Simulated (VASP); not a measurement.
A run of VASP 6.6.1 is set up as follows.

INCAR

```
SYSTEM = C
  ALGO = Normal
  EDIFF = 1E-6
  ENCUT = 520
  GGA = PE
  ISIF = 2
  ISMEAR = 0
  IVDW = 12
  LASPH = .TRUE.
  LCHARG = .TRUE.
  LELF = .TRUE.
  LREAL = .FALSE.
  LVHAR = .TRUE.
  LWAVE = .FALSE.
  NBANDS = 36
  NELM = 60
  PREC = Accurate
  SIGMA = 0.1
```

The input KPOINTS:

```
Automatic mesh
0
Gamma
  7 7 4
  0 0 0.5
```

Contents of POSCAR:

```
C
1.0
    3.6971072155     -2.1345258462      0.0000000000
    0.0000000001      4.2690516922      0.0000000000
    0.0000000000      0.0000000000      7.1348525476
C
12
Direct
    0.0000000000      0.3333333333      0.0000000000
    0.0000000000      0.3333333333      0.5000000000
    0.6666666667      0.6666666667      0.0000000000
    0.6666666667      0.6666666667      0.5000000000
    0.3333333333      0.0000000000      0.0000000000
    0.3333333333      0.0000000000      0.5000000000
    0.3333333333      0.3333333333      0.0000000000
    0.3333333333      0.3333333333      0.5000000000
    0.0000000000      0.6666666667      0.0000000000
    0.0000000000      0.6666666667      0.5000000000
    0.6666666667      0.0000000000      0.0000000000
    0.6666666667      0.0000000000      0.5000000000
```

Potentials or basis: VASP PAW PBE potentials, release 64 (C).

The run is started by

```sh
$ cat potpaw_PBE.64/C/POTCAR > POTCAR
$ mpirun -np 1 vasp_std > vasp.out
```

Q: Estimate the pressure.

A: 0.4 GPa.

Q: Predict the band gap on the k mesh.

A: 0.35 eV.

Stress tensor (GPa, compression positive):
```
 0.76  0.00  0.00
 0.00  0.76  0.00
 0.00  0.00 -0.34
```

A k mesh can miss the band edges.
